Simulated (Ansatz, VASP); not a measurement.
**Two plane-wave programs on Re**

INCAR

```
  PREC = Accurate
  ENCUT = 600
  EDIFF = 1E-6
  ISMEAR = -1
  SIGMA = 0.01
  LREAL = False
  LASPH = True
  NELM = 120
  ALGO = Normal
  ISIF = 2
  LWAVE = False
  LCHARG = False
  GGA = CA
  NBANDS = 14
  GGA_COMPAT = False
```

The input KPOINTS:

```
Automatic mesh
0
Gamma
  13 13 7
```

Contents of POSCAR:

```
Re
1.0
    2.7391880258      0.0000000000      0.0000000000
   -1.3695940129      2.3722064161      0.0000000000
    0.0000000000      0.0000000000      4.4118668232
Re
2
Direct
    0.3333333333      0.6666666667      0.2500000000
    0.6666666667      0.3333333333      0.7500000000
```

Input for Ansatz:

```yaml
crystal:
  lattice:
    - [2.7391880258, 0.0, 0.0]
    - [-1.3695940129, 2.3722064161, 0.0]
    - [0.0, 0.0, 4.4118668232]
  atoms:
    - { symbol: Re, position: [0.3333333333, 0.6666666667, 0.25] }
    - { symbol: Re, position: [0.6666666667, 0.3333333333, 0.75] }
hamiltonian:
  xc: lda
  pseudopotentials:
    kind: paw
    azcp:
      Re: "pseudopotentials/Re.paw.azcp"
basis:
  ecutwfc: 420
  fft_grid_basis: typed
kpoints:
  mp_grid: { grid: [13, 13, 7], shift: [0, 0, 0] }
magnetization:
  spin_polarized: false
scf:
  occupations: { method: fermi_dirac, width: 0.01 }
  lower_state_search: "off"
output:
  stress: true
```

Alike in both runs: task single point; functional LDA; k mesh 13 × 13 × 7; occupations fermi-dirac, width 0.01 eV; no spin polarisation.

|  | VASP | Ansatz |
| --- | --- | --- |
| version | VASP 6.6.1 | Ansatz 0.2.0 |
| potentials or method | VASP PAW LDA potentials, release 64 (Re), cutoff 600 eV | plane waves (420 eV) with PAW, scalar-relativistic |
| valence electrons in the cell | 14 | 30 |

```tsv
	VASP	Ansatz	Ansatz less VASP
pressure (GPa)	1.3	-0.3	-1.67
traceless stress, the component that is largest in VASP (GPa)	-0.47	-0.47	+0.003
```

Ansatz warns that its potentials were made for another functional, while VASP's fit it. LDA's correlation is that of Perdew and Zunger in VASP and of Perdew and Wang (1992) in Ansatz. VASP's potentials hold 14 valence electrons a cell and Ansatz's 30, so a difference there can come from the potentials and not from the codes.

Neither program's run includes spin-orbit coupling.
